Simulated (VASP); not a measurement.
# CsI: single point with LDA

The system is CsI.

```
Cs I
1.0
     4.60808    0.00000    0.00000
     0.00000    4.60808    0.00000
     0.00000    0.00000    4.60808
Cs I
1 1
Direct
  0.00000 0.00000 0.00000
  0.50000 0.50000 0.50000
```

```yaml
Program: VASP 6.6.1
Task: single point
Functional: LDA
Potentials_or_basis: VASP PAW LDA potentials, release 64 (Cs_sv, I)
Cutoff: 500 eV
k_mesh: 4 × 4 × 4
Occupations: gaussian, width 0.01 eV
Spin: no spin polarisation
```

```
Pressure               : -1.6 GPa
Band gap on the k mesh : 3.45 eV (least direct gap 3.54 eV)
```

Levels at points of the mesh, in eV from the valence-band top:
```
           k point  band 4  band 5  band 6  band 7  band 8  band 9  band 10  band 11  band 12  band 13
(0.00, 0.00, 0.00)   -7.07   -7.07   -0.09   -0.09   -0.09    3.45     4.00     4.00     7.61     7.61
(0.50, 0.00, 0.00)   -7.01   -7.01   -1.56   -0.24   -0.24    4.98     6.11     6.37     6.66     7.68
(0.50, 0.50, 0.00)   -7.43   -6.97   -0.86   -0.86    0.00    3.99     4.70     5.95     5.95     9.24
(0.50, 0.50, 0.50)   -7.32   -7.32   -1.29   -1.29   -1.29    6.87     6.87     6.87     7.60     7.60
```

Wall time 21 s on 1 thread of Intel Xeon 8259CL, with other jobs on the host, peak memory 0.17 GiB.

Caveat: spin-orbit coupling is left out, which moves the levels of the heavy elements. A k mesh can miss the band edges.
